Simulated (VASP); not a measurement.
# ZnO2 (Pa-3) in VASP: further runs

Runs on ZnO2. Level: PBEsol. Tasks: single point, relaxation of cell and atoms.

Everything below comes from runs of VASP 6.6.1. Logs are shortened: lines on timing, memory, paths and dates and some standing lists are left out, and cuts for length are marked.

## Step 1: The cell of the first run

The structure is cubic, space group Pa-3 (No. 205). The conventional cell has a = 4.870 Å, b = 4.870 Å, c = 4.870 Å, α = 90.00°, β = 90.00°, γ = 90.00°. Within 2.8 Å of Zn (site symmetry -3) lie 6 O at 2.10 Å. Within 2.0 Å of O (site symmetry 3) lie 1 O at 1.48 Å.

## Step 2: Single point, PBEsol

Contents of INCAR:

```
PREC = Accurate
ENCUT = 520
EDIFF = 1E-7
ISMEAR = 0
SIGMA = 0.1
LREAL = False
LASPH = True
NELM = 80
ALGO = Normal
ISIF = 2
LWAVE = False
LCHARG = False
GGA = PS
NBANDS = 60
```

Contents of KPOINTS:

```
regular mesh
0
Gamma
  4 4 4
```

Contents of POSCAR:

```
ZnO2
1.0
    4.8700060964      0.0000000000      0.0000000000
    0.0000000000      4.8700060964      0.0000000000
    0.0000000000      0.0000000000      4.8700060964
Zn O
4 8
Direct
    0.0000000000      0.5000000000      0.5000000000
    0.5000000000      0.5000000000      0.0000000000
    0.5000000000      0.0000000000      0.5000000000
    0.0000000000      0.0000000000      0.0000000000
    0.4124254093      0.0875745907      0.9124254093
    0.0875745907      0.9124254093      0.4124254093
    0.9124254093      0.4124254093      0.0875745907
    0.5875745907      0.5875745907      0.5875745907
    0.4124254093      0.4124254093      0.4124254093
    0.0875745907      0.5875745907      0.9124254093
    0.9124254093      0.0875745907      0.5875745907
    0.5875745907      0.9124254093      0.0875745907
```

Potentials or basis: VASP PAW PBE potentials, release 64 (Zn, O).

Command:

```
cat potpaw_PBE.64/Zn/POTCAR potpaw_PBE.64/O/POTCAR > POTCAR
mpirun -np 1 vasp_std > vasp.out
```

OUTCAR:

```text
PREC = Accurate
   ENCUT = 520
   EDIFF = 1E-7
   ISMEAR = 0
   LREAL = False
   LASPH = True
   NELM = 80
   ISIF = 2
   GGA = PS

 ion  position               nearest neighbor table
   1  0.000  0.500  0.500-   6 2.10   8 2.10   9 2.10  11 2.10  10 2.10   7 2.10
   2  0.500  0.500  0.000-   5 2.10   7 2.10  10 2.10  12 2.10   8 2.10   9 2.10
   3  0.500  0.000  0.500-   6 2.10   8 2.10   9 2.10  11 2.10   5 2.10  12 2.10
   4  0.000  0.000  0.000-   5 2.10   7 2.10  10 2.10  12 2.10  11 2.10   6 2.10
   5  0.412  0.088  0.912-  12 1.48   4 2.10   2 2.10   3 2.10
   6  0.088  0.912  0.412-  11 1.48   3 2.10   1 2.10   4 2.10
   7  0.912  0.412  0.088-  10 1.48   4 2.10   2 2.10   1 2.10
   8  0.588  0.588  0.588-   9 1.48   3 2.10   1 2.10   2 2.10
   9  0.412  0.412  0.412-   8 1.48   3 2.10   1 2.10   2 2.10
  10  0.088  0.588  0.912-   7 1.48   4 2.10   2 2.10   1 2.10
  11  0.912  0.088  0.588-   6 1.48   3 2.10   1 2.10   4 2.10
  12  0.588  0.912  0.088-   5 1.48   4 2.10   2 2.10   3 2.10

  LATTYP: Found a simple cubic cell.
 ALAT       =     4.8700060964

  Lattice vectors:

 A1 = (   4.8700060964,   0.0000000000,   0.0000000000)
 A2 = (   0.0000000000,   4.8700060964,   0.0000000000)
 A3 = (   0.0000000000,   0.0000000000,   4.8700060964)

Analysis of symmetry for initial positions (statically):
=====================================================================
 Subroutine PRICEL returns:
 Original cell was already a primitive cell.

 Routine SETGRP: Setting up the symmetry group for a
 simple cubic supercell.

 Subroutine GETGRP returns: Found 24 space group operations
 (whereof  6 operations were pure point group operations)
 out of a pool of 48 trial point group operations.

The static configuration has the point symmetry S_6 .
 The point group associated with its full space group is T_h .

Analysis of symmetry for dynamics (positions and initial velocities):
=====================================================================
 Subroutine PRICEL returns:
 Original cell was already a primitive cell.

 Routine SETGRP: Setting up the symmetry group for a
 simple cubic supercell.

 Subroutine GETGRP returns: Found 24 space group operations
 (whereof  6 operations were pure point group operations)
 out of a pool of 48 trial point group operations.

The dynamic configuration has the point symmetry S_6 .
 The point group associated with its full space group is T_h .

 Subroutine INISYM returns: Found 24 space group operations
 (whereof  6 operations are pure point group operations),
 and found     1 'primitive' translations

----------------------------------------------------------------------------------------

                                     Primitive cell

  volume of cell :     115.5017

  direct lattice vectors                    reciprocal lattice vectors
     4.870006096  0.000000000  0.000000000     0.205338552  0.000000000  0.000000000
     0.000000000  4.870006096  0.000000000     0.000000000  0.205338552  0.000000000
     0.000000000  0.000000000  4.870006096     0.000000000  0.000000000  0.205338552

  length of vectors
     4.870006096  4.870006096  4.870006096     0.205338552  0.205338552  0.205338552

  position of ions in fractional coordinates (direct lattice)
     0.000000000  0.500000000  0.500000000
     0.500000000  0.500000000  0.000000000
     0.500000000  0.000000000  0.500000000
     0.000000000  0.000000000  0.000000000
     0.412425409  0.087574591  0.912425409
     0.087574591  0.912425409  0.412425409
     0.912425409  0.412425409  0.087574591
     0.587574591  0.587574591  0.587574591
     0.412425409  0.412425409  0.412425409
     0.087574591  0.587574591  0.912425409
     0.912425409  0.087574591  0.587574591
     0.587574591  0.912425409  0.087574591

  ion indices of the primitive-cell ions
   primitive index   ion index
                 1           1
                 2           2
                 3           3
                 4           4
                 5           5
                 6           6
                 7           7
                 8           8
                 9           9
                10          10
                11          11
                12          12

----------------------------------------------------------------------------------------

 KPOINTS: regular mesh

Automatic generation of k-mesh.
 Grid dimensions read from file:
 generate k-points for:    4    4    4

 Generating k-lattice:

  Cartesian coordinates                     Fractional coordinates (reciprocal lattice)
     0.051334638  0.000000000  0.000000000     0.250000000  0.000000000  0.000000000
     0.000000000  0.051334638  0.000000000     0.000000000  0.250000000  0.000000000
     0.000000000  0.000000000  0.051334638     0.000000000  0.000000000  0.250000000

  Length of vectors
     0.051334638  0.051334638  0.051334638

  Shift w.r.t. Gamma in fractional coordinates (k-lattice)
     0.000000000  0.000000000  0.000000000

 Subroutine IBZKPT returns following result:
 ===========================================

 Found     11 irreducible k-points:

 Following reciprocal coordinates:
            Coordinates               Weight
  0.000000  0.000000  0.000000      1.000000
  0.250000  0.000000  0.000000      6.000000
  0.500000  0.000000  0.000000      3.000000
  0.250000  0.250000  0.000000     12.000000
  0.500000  0.250000  0.000000      6.000000
 -0.250000  0.500000  0.000000      6.000000
  0.500000  0.500000  0.000000      3.000000
  0.250000  0.250000  0.250000      8.000000
  0.500000  0.250000  0.250000     12.000000
  0.500000  0.500000  0.250000      6.000000
  0.500000  0.500000  0.500000      1.000000
   k-points           NKPTS =     11   k-points in BZ     NKDIM =     11   number of bands    NBANDS=     60
   number of dos      NEDOS =    301   number of ions     NIONS =     12
   total plane-waves  NPLWV =  46656
   dimension x,y,z NGX =    36 NGY =   36 NGZ =   36
   dimension x,y,z NGXF=    72 NGYF=   72 NGZF=   72
   ions per type =               4   8
   NGX,Y,Z   is equivalent  to a cutoff of  12.29, 12.29, 12.29 a.u.
   NGXF,Y,Z  is equivalent  to a cutoff of  24.58, 24.58, 24.58 a.u.
 SYSTEM =  unknown system
   PREC   = accura    normal or accurate (medium, high low for compatibility)
   ISTART =      0    job   : 0-new  1-cont  2-samecut
   ICHARG =      2    charge: 1-file 2-atom 10-const
   ISPIN  =      1    spin polarized calculation?
   LNONCOLLINEAR =      F non collinear calculations
   LSORBIT =      F    spin-orbit coupling
   LASPH  =      T    aspherical Exc in radial PAW
   ENCUT  =  520.0 eV  38.22 Ry    6.18 a.u.   9.05  9.05  9.05*2*pi/ulx,y,z
   NELM   =     80;   NELMIN=  2; NELMDL= -5     # of ELM steps
   EDIFF  = 0.1E-06   stopping-criterion for ELM
   LREAL  =      F    real-space projection
   EDIFFG = 0.1E-05   stopping-criterion for IOM
   NSW    =      0    number of steps for IOM
   IBRION =     -1    ionic relax: 0-MD 1-quasi-New 2-CG
   NFREE  =      0    steps in history (QN), initial steepest desc. (CG)
   ISIF   =      2    stress and relaxation
   ISYM   =      2    0-nonsym 1-usesym 2-fastsym
   POTIM  = 0.5000    time-step for ionic-motion
   TEBEG  =    0.0;   TEEND  =   0.0 temperature during run
   PSTRESS=    0.0 pullay stress
   NELECT =      96.0000    total number of electrons
   NUPDOWN=      -1.0000    fix difference up-down
   EMIN   =  10.00;   EMAX   =-10.00  energy-range for DOS
   EFERMI =   0.00;   METHOD = LEGACY
   ISMEAR =     0;   SIGMA  =   0.10  broadening in eV -4-tet -1-fermi 0-gaus
   EFERMI_NEDOS =   21; number of points for ismear=-14 and -15
   IALGO  =     38    algorithm
   IMIX   =      4    mixing-type and parameters
     AMIX     =   0.40;   BMIX     =  1.00
     AMIX_MAG =   1.60;   BMIX_MAG =  1.00
  volume/ion in A,a.u.               =       9.63        64.95
  Fermi-wavevector in a.u.,A,eV,Ry     =   1.539226  2.908715 32.235152  2.369217
  Thomas-Fermi vector in A             =   2.645484
   LORBIT       =      0    0 simple, 1 ext, 2 COOP (PROOUT), +10 PAW based schemes
   GGA     = PS    functional components
   LHFCALC =     F    Hartree Fock is set to
   AEXX    =    0.0000 exact exchange contribution
   IVDW    =     0    specifies the selected vdW correction
   LEPSILON=     F    determine dielectric tensor
   LRPA    =     F    only Hartree local field effects (RPA)
 non-spin polarized calculation
 Gauss-broadening in eV      SIGMA  =   0.10
  energy-cutoff  :      520.00
  volume of cell :      115.50
 maximum number of plane-waves:      3136
   NGX = 19   NGY = 19   NGZ = 19

 number of electron      96.0000078 magnetization

 Free energy of the ion-electron system (eV)
  ---------------------------------------------------
  ext. energy  EPLUGINS =         0.00000000
  ---------------------------------------------------
  free energy    TOTEN  =       -57.46641491 eV

  energy without entropy =      -57.46641491  energy(sigma->0) =      -57.46641491

 E-fermi :   3.5783     XC(G=0): -11.9410

 val. band max:        3.1326969739   @ k =   0.0000   0.0000   0.0000
 cond. band min:       5.3754194709   @ k =   0.2500   0.2500   0.0000
 fundamental gap:      2.2427224970
 Fermi energy:         3.5782719423

 k-point     1 :       0.0000    0.0000    0.0000
  band No.  band energies     occupation
      1     -19.5835      2.00000
      2     -18.8105      2.00000
      3     -18.8105      2.00000
      4     -18.8105      2.00000
      5     -12.9011      2.00000
      6     -12.9011      2.00000
[... 52 lines left out ...]
     59      13.1906      0.00000
     60      14.3004      0.00000

 k-point     2 :       0.2500    0.0000    0.0000
  band No.  band energies     occupation
      1     -19.4702      2.00000
      2     -18.9219      2.00000
      3     -18.7964      2.00000
      4     -18.7964      2.00000
      5     -12.9255      2.00000
      6     -12.9164      2.00000
[... 564 lines left out ...]
      4     -18.9293      2.00000
      5     -13.0725      2.00000
      6     -13.0725      2.00000
[... 52 lines left out ...]
     59      10.0790      0.00000
     60      10.0790      0.00000

------------------------ aborting loop because EDIFF is reached ----------------------------------------

  FORCE on cell =-STRESS in cart. coord.  units (eV):
  Direction    XX          YY          ZZ          XY          YZ          ZX
  --------------------------------------------------------------------------------------
  -------------------------------------------------------------------------------------
  Total        0.6567236      0.6567236      0.6567236      0.0000000      0.0000000     -0.0000000
  in kB        9.1097133      9.1097133      9.1097133      0.0000000      0.0000000     -0.0000000
  external PRESSURE =       9.1097133 kB  Pullay stress =       0.0000000 kB

 VOLUME and BASIS-vectors are now :
 -----------------------------------------------------------------------------
  energy-cutoff  :      520.00
  volume of cell :      115.50
      direct lattice vectors                 reciprocal lattice vectors
     4.870006096  0.000000000  0.000000000     0.205338552  0.000000000  0.000000000
     0.000000000  4.870006096  0.000000000     0.000000000  0.205338552  0.000000000
     0.000000000  0.000000000  4.870006096     0.000000000  0.000000000  0.205338552

 POSITION                                       TOTAL-FORCE (eV/Angst)
 -----------------------------------------------------------------------------------
      0.00000      2.43500      2.43500         0.000000      0.000000      0.000000
      2.43500      2.43500      0.00000         0.000000      0.000000      0.000000
      2.43500      0.00000      2.43500         0.000000      0.000000      0.000000
      0.00000      0.00000      0.00000         0.000000      0.000000      0.000000
      2.00851      0.42649      4.44352        -0.082854      0.082854     -0.082854
      0.42649      4.44352      2.00851         0.082854     -0.082854     -0.082854
      4.44352      2.00851      0.42649        -0.082854     -0.082854      0.082854
      2.86149      2.86149      2.86149         0.082854      0.082854      0.082854
      2.00851      2.00851      2.00851        -0.082854     -0.082854     -0.082854
      0.42649      2.86149      4.44352         0.082854      0.082854     -0.082854
      4.44352      0.42649      2.86149        -0.082854      0.082854      0.082854
      2.86149      4.44352      0.42649         0.082854     -0.082854      0.082854
 -----------------------------------------------------------------------------------
    total drift:                                0.000000      0.000000      0.000000

  FREE ENERGIE OF THE ION-ELECTRON SYSTEM (eV)
  ---------------------------------------------------
  free  energy   TOTEN  =       -57.4664149106 eV

  energy  without entropy=      -57.4664149106  energy(sigma->0) =      -57.46641491
```

Run time: 58 s. Hardware: 1 thread of Intel Xeon Platinum 8488C (Sapphire Rapids), shared host; peak memory 0.22 GiB.

What came out:

```
Free energy            : -57.4664 eV
Pressure               : 0.9 GPa
Largest force          : 0.144 eV/Å
Band gap on the k mesh : 2.24 eV (least direct gap 2.33 eV)
```

Forces in eV/Å, atoms in the order of the input:
```
Zn   0.000  0.000  0.000
Zn   0.000  0.000  0.000
Zn   0.000  0.000  0.000
Zn   0.000  0.000  0.000
O   -0.083  0.083 -0.083
O    0.083 -0.083 -0.083
O   -0.083 -0.083  0.083
O    0.083  0.083  0.083
O   -0.083 -0.083 -0.083
O    0.083  0.083 -0.083
O   -0.083  0.083  0.083
O    0.083 -0.083  0.083
```

Levels at points of the mesh, in eV from the valence-band top:
```tsv
k point	band 44	band 45	band 46	band 47	band 48	band 49	band 50	band 51	band 52	band 53
(0.00, 0.00, 0.00)	-0.30	-0.30	-0.30	0.00	0.00	2.91	3.22	3.22	3.22	3.39
(0.50, 0.00, 0.00)	-1.68	-1.38	-1.38	-0.21	-0.21	2.45	2.45	3.24	3.24	5.51
(0.50, 0.50, 0.00)	-1.94	-1.34	-1.34	-1.34	-1.34	2.91	2.91	2.91	2.91	6.18
(0.50, 0.50, 0.50)	-2.36	-2.17	-2.17	-2.17	-2.17	3.49	3.49	3.49	3.49	6.57
```

Caveat: the PAW data sets were made with another functional, which shifts forces and pressure a little. A k mesh can miss the band edges.

## Step 3: Single point, PBEsol

Contents of INCAR:

```
SYSTEM = ZnO2
ALGO = Normal ; EDIFF = 1E-6
ENCUT = 520 ; GGA = PS
ISIF = 2 ; ISMEAR = 0
LASPH = .True. ; LCHARG = .True.
LELF = .True. ; LREAL = .False.
LVHAR = .True. ; LWAVE = .False.
NBANDS = 60 ; NELM = 60
PREC = Accurate ; SIGMA = 0.02
```

Contents of KPOINTS:

```
k-points
0
Gamma
  6 6 6
  0 0 0
```

Contents of POSCAR:

```
ZnO2
1.0
    4.8687926729      0.0000000000      0.0000000000
    0.0000000000      4.8687926729      0.0000000000
    0.0000000000      0.0000000000      4.8687926729
Zn O
4 8
Direct
    0.0000000000      0.5000000000      0.5000000000
    0.5000000000      0.5000000000      0.0000000000
    0.5000000000      0.0000000000      0.5000000000
    0.0000000000      0.0000000000      0.0000000000
    0.4124792396      0.0875207604      0.9124792396
    0.0875207604      0.9124792396      0.4124792396
    0.9124792396      0.4124792396      0.0875207604
    0.5875207604      0.5875207604      0.5875207604
    0.4124792396      0.4124792396      0.4124792396
    0.0875207604      0.5875207604      0.9124792396
    0.9124792396      0.0875207604      0.5875207604
    0.5875207604      0.9124792396      0.0875207604
```

Potentials or basis: VASP PAW PBE potentials, release 64 (Zn, O).

Command:

```
cat potpaw_PBE.64/Zn/POTCAR potpaw_PBE.64/O/POTCAR > POTCAR
mpirun -np 1 vasp_std > vasp.out
```

It took 1.7 min on 1 thread of Intel Xeon Platinum 8488C (Sapphire Rapids), shared host; peak memory 0.27 GiB.

The run converged. Its results:

```
Free energy            : -57.4652 eV
Pressure               : 1.1 GPa
Largest force          : 0.170 eV/Å
Band gap on the k mesh : 2.20 eV (least direct gap 2.35 eV)
```

Forces on the atoms (eV/Å):
```
Zn   0.000  0.000  0.000
Zn   0.000  0.000  0.000
Zn   0.000  0.000  0.000
Zn   0.000  0.000  0.000
O   -0.098  0.098 -0.098
O    0.098 -0.098 -0.098
O   -0.098 -0.098  0.098
O    0.098  0.098  0.098
O   -0.098 -0.098 -0.098
O    0.098  0.098 -0.098
O   -0.098  0.098  0.098
O    0.098 -0.098  0.098
```

Levels at points of the mesh, in eV from the valence-band top:
| k point | band 44 | band 45 | band 46 | band 47 | band 48 | band 49 | band 50 | band 51 | band 52 | band 53 |
| --- | --- | --- | --- | --- | --- | --- | --- | --- | --- | --- |
| (0.00, 0.00, 0.00) | -0.30 | -0.30 | -0.30 | 0.00 | 0.00 | 2.91 | 3.24 | 3.24 | 3.24 | 3.41 |
| (0.50, 0.00, 0.00) | -1.69 | -1.38 | -1.38 | -0.21 | -0.21 | 2.46 | 2.46 | 3.25 | 3.25 | 5.51 |
| (0.50, 0.50, 0.00) | -1.94 | -1.34 | -1.34 | -1.34 | -1.34 | 2.92 | 2.92 | 2.92 | 2.92 | 6.18 |
| (0.50, 0.50, 0.50) | -2.36 | -2.17 | -2.17 | -2.17 | -2.17 | 3.51 | 3.51 | 3.51 | 3.51 | 6.57 |

Caveat: the PAW data sets were made with another functional, which shifts forces and pressure a little. A k mesh can miss the band edges.

(Part 1 of 2 ends here.)
